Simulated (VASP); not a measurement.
Input of a VASP 6.6.1 run:

The input POSCAR:

```
Fe
1.0
   -1.2933334099      1.2933334099      1.2933334099
    1.2933334099     -1.2933334099      1.2933334099
    1.2933334099      1.2933334099     -1.2933334099
Fe
1
Direct
    0.0000000000      0.0000000000      0.0000000000
```

The input INCAR.step1:

```
  ALGO = Normal
  EDIFF = 1E-4
  ENCUT = 520
  GGA = PE
  ISMEAR = -1
  ISPIN = 2
  LASPH = T
  LCHARG = F
  LMAXMIX = 4
  LREAL = F
  LWAVE = T
  MAGMOM = 3
  NBANDS = 14
  NELM = 150
  PREC = Accurate
  SIGMA = 0.05
```

File INCAR.step2:

```
  ALGO = Normal
  EDIFF = 1E-6
  ENCUT = 520
  ISIF = 2
  ISMEAR = -1
  ISPIN = 2
  ISTART = 1
  LASPH = T
  LCHARG = T
  LELF = T
  LMAXMIX = 4
  LMIXTAU = T
  LORBIT = 11
  LREAL = F
  LVHAR = T
  LWAVE = F
  MAGMOM = 3
  METAGGA = R2SCAN
  NBANDS = 14
  NELM = 150
  PREC = Accurate
  SIGMA = 0.05
```

Contents of KPOINTS:

```
k-points
0
Gamma
  14 14 14
```

Potentials or basis: VASP PAW PBE potentials, release 64 (Fe).

Launch:

```console
$ cat potpaw_PBE.64/Fe/POTCAR > POTCAR
$ cp INCAR.step1 INCAR
$ mpirun -np 1 vasp_std > vasp.out
$ cp INCAR.step2 INCAR
$ mpirun -np 1 vasp_std > vasp.out
```

(1) Predict the site moments.

(2) Estimate the net moment.

## Answers

(1) Fe +2.05 μB.

(2) 2.09 μB per cell.
